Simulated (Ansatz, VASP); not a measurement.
# LiCl in VASP and in Ansatz

INCAR

```
SYSTEM = LiCl
PREC     = Accurate       ! precision mode
ENCUT    = 750            ! plane-wave cutoff, eV
EDIFF    = 1E-6           ! SCF threshold, eV
ISMEAR   = 0              ! smearing method
SIGMA    = 0.01           ! smearing width, eV
LREAL    = .False.        ! projectors in reciprocal space
LASPH    = .True.         ! aspherical terms in the spheres
NELM     = 120            ! most SCF steps
ALGO     = Normal         ! electronic algorithm
ISIF     = 2              ! what is computed and relaxed
LWAVE    = .False.        ! write WAVECAR
LCHARG   = .False.        ! write CHGCAR
GGA      = CA             ! functional
NBANDS   = 12             ! bands
GGA_COMPAT= .False.
```

Contents of KPOINTS:

```
regular mesh
0
Gamma
  6 6 6
  0 0 0
```

File POSCAR:

```
LiCl
1.0
    0.0000000000      2.6273498937      2.6273498937
    2.6273498937      0.0000000000      2.6273498937
    2.6273498937      2.6273498937      0.0000000000
Li Cl
1 1
Direct
    0.0000000000      0.0000000000      0.0000000000
    0.5000000000      0.5000000000      0.5000000000
```

Input for Ansatz:

```yaml
crystal:
  lattice:
    - [0.0, 2.627349893664007, 2.627349893664007]
    - [2.627349893664007, 0.0, 2.627349893664007]
    - [2.627349893664007, 2.627349893664007, 0.0]
  atoms:
    - { symbol: Li, position: [0.0, 0.0, 0.0] }
    - { symbol: Cl, position: [0.5, 0.5, 0.5] }
basis:
  ecutwfc: 510.0
kpoints:
  mp_grid:
    grid: [6, 6, 6]
hamiltonian:
  xc: lda
scf:
  convergence:
    dr2_threshold: 1.0e-09
  occupations:
    method: fixed
output:
  stress: true
```

Alike in both runs: task single point; functional LDA; k mesh 6 × 6 × 6; no spin polarisation.

|  | VASP | Ansatz |
| --- | --- | --- |
| version | VASP 6.6.1 | Ansatz 0.2.0 |
| potentials or method | VASP PAW LDA potentials, release 64 (Li_sv, Cl), cutoff 750 eV | plane waves, PAW |
| occupations | gaussian, width 0.01 eV | fixed |
| valence electrons in the cell | 10 | 10 |

Ansatz gave:

* pressure (GPa): -4.8

Q: Which values does VASP return?

A: Pressure (GPa): -4.9.

LDA's correlation is that of Perdew and Zunger in VASP and of Perdew and Wang (1992) in Ansatz. Ansatz's warnings: stress scf threshold loose.
